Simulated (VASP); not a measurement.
# Ge2H in VASP: notebook

The runs below take Ge2H through single point, with PBE+D3(BJ).

Program: VASP 6.6.1. These are calculated values, not measurements. Logs are shortened: lines on timing, memory, paths and dates and some standing lists are left out, and cuts for length are marked.

## (1) The cell of the first run

The cell holds a slab with vacuum, 3 atoms: a = 4.023 Å, b = 4.023 Å, c = 17.684 Å, α = 90.00°, β = 90.00°, γ = 120.00°.

## (2) Single point, PBE+D3(BJ), collinear spin

Contents of INCAR:

```
PREC = Accurate ; ENCUT = 520
EDIFF = 1E-6 ; ISMEAR = 0
SIGMA = 0.1 ; LREAL = F
LASPH = T ; NELM = 150
ALGO = Fast ; ISIF = 2
LWAVE = F ; LCHARG = F
ISPIN = 2 ; MAGMOM = 0 0 1
LORBIT = 11 ; LDIPOL = T
IDIPOL = 3 ; DIPOL = 0.5 0.5 0.256
GGA = PE ; IVDW = 12
NBANDS = 26
```

Contents of KPOINTS:

```
Automatic mesh
0
Gamma
  9 9 1
```

Contents of POSCAR:

```
Ge2H
1.0
    4.0226895460      0.0000000000      0.0000000000
   -2.0113447730      3.4837513384      0.0000000000
    0.0000000000      0.0000000000     17.6842610184
Ge H
2 1
Direct
    0.3333333333      0.6666666667      0.2648830513
    0.6666666667      0.3333333333      0.2261898304
    0.8888888889      0.1111111111      0.2756270682
```

Potentials or basis: VASP PAW PBE potentials, release 64 (Ge_d, H).

Launch:

```sh
cat potpaw_PBE.64/Ge_d/POTCAR potpaw_PBE.64/H/POTCAR > POTCAR
mpirun -np 1 vasp_std > vasp.out
```

OUTCAR:

```text
PREC = Accurate
   ENCUT = 520
   EDIFF = 1E-6
   ISMEAR = 0
   LREAL = F
   LASPH = T
   NELM = 150
   ISIF = 2
   ISPIN = 2
   LORBIT = 11
   GGA = PE
   IVDW = 12
 IVDW          = 12

 ion  position               nearest neighbor table
   1  0.333  0.667  0.265-   2 2.42   2 2.42   2 2.42
   2  0.667  0.333  0.226-   3 1.78   1 2.42   1 2.42   1 2.42
   3  0.889  0.111  0.276-   2 1.78

  LATTYP: Found a hexagonal cell.
 ALAT       =     4.0226895460
 C/A-ratio  =     4.3961287134

  Lattice vectors:

 A1 = (   4.0226895460,   0.0000000000,   0.0000000000)
 A2 = (  -2.0113447730,   3.4837513384,   0.0000000000)
 A3 = (   0.0000000000,   0.0000000000,  17.6842610184)

Analysis of symmetry for initial positions (statically):
=====================================================================
 Subroutine PRICEL returns:
 Original cell was already a primitive cell.

 Routine SETGRP: Setting up the symmetry group for a
 hexagonal supercell.

 Subroutine GETGRP returns: Found  2 space group operations
 (whereof  2 operations were pure point group operations)
 out of a pool of 24 trial point group operations.

The static configuration has the point symmetry C_1h.

Analysis of symmetry for dynamics (positions and initial velocities):
=====================================================================
 Subroutine PRICEL returns:
 Original cell was already a primitive cell.

 Routine SETGRP: Setting up the symmetry group for a
 hexagonal supercell.

 Subroutine GETGRP returns: Found  2 space group operations
 (whereof  2 operations were pure point group operations)
 out of a pool of 24 trial point group operations.

The dynamic configuration has the point symmetry C_1h.

Analysis of structural, dynamic, and magnetic symmetry:
=====================================================================
 Subroutine PRICEL returns:
 Original cell was already a primitive cell.

 Routine SETGRP: Setting up the symmetry group for a
 hexagonal supercell.

 Subroutine GETGRP returns: Found  2 space group operations
 (whereof  2 operations were pure point group operations)
 out of a pool of 24 trial point group operations.

The overall configuration has the point symmetry C_1h.

 Subroutine INISYM returns: Found  2 space group operations
 (whereof  2 operations are pure point group operations),
 and found     1 'primitive' translations

----------------------------------------------------------------------------------------

                                     Primitive cell

  volume of cell :     247.8281

  direct lattice vectors                    reciprocal lattice vectors
     4.022689546  0.000000000  0.000000000     0.248589902  0.143523447  0.000000000
    -2.011344773  3.483751338  0.000000000     0.000000000  0.287046894  0.000000000
     0.000000000  0.000000000 17.684261018     0.000000000  0.000000000  0.056547458

  length of vectors
     4.022689546  4.022689546 17.684261018     0.287046894  0.287046894  0.056547458

  position of ions in fractional coordinates (direct lattice)
     0.333333333  0.666666667  0.264883051
     0.666666667  0.333333333  0.226189830
     0.888888889  0.111111111  0.275627068

  ion indices of the primitive-cell ions
   primitive index   ion index
                 1           1
                 2           2
                 3           3

----------------------------------------------------------------------------------------

 KPOINTS: Automatic mesh

Automatic generation of k-mesh.
 Grid dimensions read from file:
 generate k-points for:    9    9    1

 Generating k-lattice:

  Cartesian coordinates                     Fractional coordinates (reciprocal lattice)
     0.027621100  0.015947050  0.000000000     0.111111111  0.000000000  0.000000000
     0.000000000  0.031894099  0.000000000     0.000000000  0.111111111  0.000000000
     0.000000000  0.000000000  0.056547458     0.000000000  0.000000000  1.000000000

  Length of vectors
     0.031894099  0.031894099  0.056547458

  Shift w.r.t. Gamma in fractional coordinates (k-lattice)
     0.000000000  0.000000000  0.000000000

 Subroutine IBZKPT returns following result:
 ===========================================

 Found     25 irreducible k-points:

 Following reciprocal coordinates:
            Coordinates               Weight
  0.000000  0.000000  0.000000      1.000000
  0.111111  0.000000  0.000000      4.000000
 -0.111111  0.111111  0.000000      2.000000
  0.222222  0.000000  0.000000      4.000000
 -0.222222  0.222222  0.000000      2.000000
  0.333333  0.000000  0.000000      4.000000
[... 16 lines left out ...]
 -0.222222 -0.444444  0.000000      4.000000
  0.444444  0.333333  0.000000      4.000000
   k-points           NKPTS =     25   k-points in BZ     NKDIM =     25   number of bands    NBANDS=     26
   number of dos      NEDOS =    301   number of ions     NIONS =      3
   total plane-waves  NPLWV = 126000
   dimension x,y,z NGX =    30 NGY =   30 NGZ =  140
   dimension x,y,z NGXF=    60 NGYF=   60 NGZF=  280
   ions per type =               2   1
   NGX,Y,Z   is equivalent  to a cutoff of  12.40, 12.40, 13.16 a.u.
   NGXF,Y,Z  is equivalent  to a cutoff of  24.80, 24.80, 26.32 a.u.
 SYSTEM =  unknown system
   PREC   = accura    normal or accurate (medium, high low for compatibility)
   ISTART =      0    job   : 0-new  1-cont  2-samecut
   ICHARG =      2    charge: 1-file 2-atom 10-const
   ISPIN  =      2    spin polarized calculation?
   LNONCOLLINEAR =      F non collinear calculations
   LSORBIT =      F    spin-orbit coupling
   LASPH  =      T    aspherical Exc in radial PAW
   ENCUT  =  520.0 eV  38.22 Ry    6.18 a.u.   7.48  7.48 32.88*2*pi/ulx,y,z
   NELM   =    150;   NELMIN=  2; NELMDL= -5     # of ELM steps
   EDIFF  = 0.1E-05   stopping-criterion for ELM
   LREAL  =      F    real-space projection
   EDIFFG = 0.1E-04   stopping-criterion for IOM
   NSW    =      0    number of steps for IOM
   IBRION =     -1    ionic relax: 0-MD 1-quasi-New 2-CG
   NFREE  =      0    steps in history (QN), initial steepest desc. (CG)
   ISIF   =      2    stress and relaxation
   ISYM   =      2    0-nonsym 1-usesym 2-fastsym
   POTIM  = 0.5000    time-step for ionic-motion
   TEBEG  =    0.0;   TEEND  =   0.0 temperature during run
   PSTRESS=    0.0 pullay stress
   NELECT =      29.0000    total number of electrons
   NUPDOWN=      -1.0000    fix difference up-down
   EMIN   =  10.00;   EMAX   =-10.00  energy-range for DOS
   EFERMI =   0.00;   METHOD = LEGACY
   ISMEAR =     0;   SIGMA  =   0.10  broadening in eV -4-tet -1-fermi 0-gaus
   EFERMI_NEDOS =   21; number of points for ismear=-14 and -15
   IALGO  =     68    algorithm
   IMIX   =      4    mixing-type and parameters
     AMIX     =   0.40;   BMIX     =  1.00
     AMIX_MAG =   1.60;   BMIX_MAG =  1.00
  volume/ion in A,a.u.               =      82.61       557.48
  Fermi-wavevector in a.u.,A,eV,Ry     =   0.800738  1.513176  8.723810  0.641182
  Thomas-Fermi vector in A             =   1.908092
   LORBIT       =     11    0 simple, 1 ext, 2 COOP (PROOUT), +10 PAW based schemes
   GGA     = PE    functional components
   LHFCALC =     F    Hartree Fock is set to
   AEXX    =    0.0000 exact exchange contribution
   IVDW    =    12    specifies the selected vdW correction
   LEPSILON=     F    determine dielectric tensor
   LRPA    =     F    only Hartree local field effects (RPA)
 spin polarized calculation
 RMM-DIIS sequential band-by-band and
 Gauss-broadening in eV      SIGMA  =   0.10
  energy-cutoff  :      520.00
  volume of cell :      247.83
 maximum number of plane-waves:      6709
 NGX is ok and might be reduce to    30
   NGX = 15   NGY = 15   NGZ = 65

 dipolmoment           0.000000      0.000000     -0.000036 electrons x Angstroem

 number of electron      29.0000014 magnetization       0.0001597

 dipolmoment           0.000000      0.000000      0.003973 electrons x Angstroem

 Free energy of the ion-electron system (eV)
  ---------------------------------------------------
  ext. energy  EPLUGINS =         0.00000000
  ---------------------------------------------------
  free energy    TOTEN  =        -9.89790532 eV

  energy without entropy =       -9.88796063  energy(sigma->0) =       -9.89293297

 E-fermi :  -2.4677     XC(G=0):  -2.6651

 val. band max:       -2.4796963056   @ k =   0.3333   0.2222   0.0000
 cond. band min:      -2.4452483949   @ k =  -0.1111   0.2222   0.0000
 fundamental gap:      0.0344479107
 Fermi energy:        -2.4677386202

 spin component 1

 k-point     1 :       0.0000    0.0000    0.0000
  band No.  band energies     occupation
      1     -27.4374      1.00000
      2     -27.4159      1.00000
      3     -27.3862      1.00000
      4     -27.3629      1.00000
      5     -27.3511      1.00000
      6     -27.1931      1.00000
[... 18 lines left out ...]
     25       6.5210      0.00000
     26       7.1812      0.00000

 k-point     2 :       0.1111    0.0000    0.0000
  band No.  band energies     occupation
      1     -27.4450      1.00000
      2     -27.4157      1.00000
      3     -27.3839      1.00000
      4     -27.3664      1.00000
      5     -27.3419      1.00000
      6     -27.1906      1.00000
[... 18 lines left out ...]
     25       6.0374      0.00000
     26       6.6180      0.00000

 k-point     3 :      -0.1111    0.1111    0.0000
  band No.  band energies     occupation
      1     -27.4415      1.00000
      2     -27.4222      1.00000
      3     -27.3852      1.00000
      4     -27.3579      1.00000
      5     -27.3456      1.00000
      6     -27.1952      1.00000
[... 572 lines left out ...]
 k-point    23 :      -0.2222   -0.4444    0.0000
  band No.  band energies     occupation
      1     -27.4797      1.00000
      2     -27.4120      1.00000
      3     -27.3963      1.00000
      4     -27.3580      1.00000
      5     -27.3086      1.00000
      6     -27.1968      1.00000
[... 18 lines left out ...]
     25       5.9474      0.00000
     26       6.2442      0.00000

 k-point    24 :       0.4444    0.3333    0.0000
  band No.  band energies     occupation
      1     -27.4809      1.00000
      2     -27.4129      1.00000
      3     -27.3905      1.00000
      4     -27.3617      1.00000
      5     -27.3084      1.00000
      6     -27.1995      1.00000
[... 18 lines left out ...]
     25       5.9806      0.00000
     26       6.2486      0.00000

 [... further k-points ...]

 spin component 2

 k-point     1 :       0.0000    0.0000    0.0000
  band No.  band energies     occupation
      1     -27.4374      1.00000
      2     -27.4159      1.00000
      3     -27.3862      1.00000
      4     -27.3629      1.00000
      5     -27.3511      1.00000
      6     -27.1931      1.00000
[... 18 lines left out ...]
     25       6.4647      0.00000
     26       6.5494      0.00000

 k-point     2 :       0.1111    0.0000    0.0000
  band No.  band energies     occupation
      1     -27.4450      1.00000
      2     -27.4157      1.00000
      3     -27.3839      1.00000
      4     -27.3664      1.00000
      5     -27.3419      1.00000
      6     -27.1906      1.00000
[... 18 lines left out ...]
     25       6.0353      0.00000
     26       6.6056      0.00000

 k-point     3 :      -0.1111    0.1111    0.0000
  band No.  band energies     occupation
      1     -27.4415      1.00000
      2     -27.4222      1.00000
      3     -27.3852      1.00000
      4     -27.3579      1.00000
      5     -27.3455      1.00000
      6     -27.1952      1.00000
[... 572 lines left out ...]
 k-point    23 :      -0.2222   -0.4444    0.0000
  band No.  band energies     occupation
      1     -27.4797      1.00000
      2     -27.4119      1.00000
      3     -27.3963      1.00000
      4     -27.3580      1.00000
      5     -27.3086      1.00000
      6     -27.1968      1.00000
[... 18 lines left out ...]
     25       5.9347      0.00000
     26       6.2388      0.00000

 k-point    24 :       0.4444    0.3333    0.0000
  band No.  band energies     occupation
      1     -27.4809      1.00000
      2     -27.4129      1.00000
      3     -27.3905      1.00000
      4     -27.3617      1.00000
      5     -27.3084      1.00000
      6     -27.1995      1.00000
[... 18 lines left out ...]
     25       5.9795      0.00000
     26       6.2427      0.00000

 [... further k-points ...]

------------------------ aborting loop because EDIFF is reached ----------------------------------------

 vacuum level on the upper side and lower side of the slab       (xc-potential included)         0.024        -0.026

 Edisp (eV)   -0.33147

 E8    (eV) :    -0.1487

  FORCE on cell =-STRESS in cart. coord.  units (eV):
  Direction    XX          YY          ZZ          XY          YZ          ZX
  --------------------------------------------------------------------------------------
  -------------------------------------------------------------------------------------
  Total       1.67382     3.89358     0.83986     1.92237     0.15001    -0.25983
  in kB      10.82101    25.17151     5.42960    12.42790     0.96979    -1.67976
  external pressure =       13.81 kB  Pullay stress =        0.00 kB

 VOLUME and BASIS-vectors are now :
 -----------------------------------------------------------------------------
  energy-cutoff  :      520.00
  volume of cell :      247.83
      direct lattice vectors                 reciprocal lattice vectors
     4.022689546  0.000000000  0.000000000     0.248589902  0.143523447  0.000000000
    -2.011344773  3.483751338  0.000000000     0.000000000  0.287046894  0.000000000
     0.000000000  0.000000000 17.684261018     0.000000000  0.000000000  0.056547458

 POSITION                                       TOTAL-FORCE (eV/Angst)
 -----------------------------------------------------------------------------------
     -0.00000      2.32250      4.68426        -0.212768      0.122841      0.685910
      2.01134      1.16125      4.00000         0.343259     -0.198180     -1.144156
      3.35224      0.38708      4.87426        -0.130491      0.075339      0.458247
 -----------------------------------------------------------------------------------
    total drift:                               -0.000056      0.000032      0.001420

  FREE ENERGIE OF THE ION-ELECTRON SYSTEM (eV)
  ---------------------------------------------------
  free  energy   TOTEN  =       -10.2293770990 eV

  energy  without entropy=      -10.2194324153  energy(sigma->0) =      -10.22440476

 vacuum level on the upper side and lower side of the slab         1.788         1.736

 total charge

# of ion       s       p       d       tot
------------------------------------------
    1        1.217   1.110  10.036  12.363
    2        1.207   1.124  10.041  12.372
    3        0.481   0.017   0.000   0.498
--------------------------------------------------
tot          2.905   2.251  20.078  25.234

 magnetization (x)

# of ion       s       p       d       tot
------------------------------------------
    1        0.000   0.000   0.000   0.000
    2        0.000   0.000   0.000   0.000
    3        0.000   0.000   0.000   0.000
--------------------------------------------------
tot          0.000   0.000   0.000   0.000
```

Wall time 13 min (1 thread of Oxide Virtual Turin-like, shared host); peak memory 0.56 GiB.

Results:

```yaml
Free_energy: -10.2294 eV
Largest_force: 1.211 eV/Å
Net_moment: 0.00 μB per cell
Valence_electrons_inside_the_program's_atomic_spheres: Ge 12.36, 12.37; H 0.50
Dispersion_energy_per_atom: -0.110 eV
```

Forces in eV/Å, atoms in the order of the input:
```
Ge  -0.213  0.123  0.686
Ge   0.343 -0.198 -1.144
H   -0.130  0.075  0.458
```

Levels at points of the mesh, in eV from the Fermi level:
Spin up:
```
           k point  band 11  band 12  band 13  band 14  band 15  band 16  band 17  band 18  band 19  band 20
(0.00, 0.00, 0.00)   -12.53    -4.36    -2.14    -1.22    -0.40     0.59     1.93     2.99     4.04     4.26
```
Spin down:
| k point | band 11 | band 12 | band 13 | band 14 | band 15 | band 16 | band 17 | band 18 | band 19 | band 20 |
| --- | --- | --- | --- | --- | --- | --- | --- | --- | --- | --- |
| (0.00, 0.00, 0.00) | -12.53 | -4.36 | -2.14 | -1.22 | -0.39 | 0.59 | 1.93 | 2.99 | 4.03 | 4.25 |

(Part 1 of 2 ends here.)
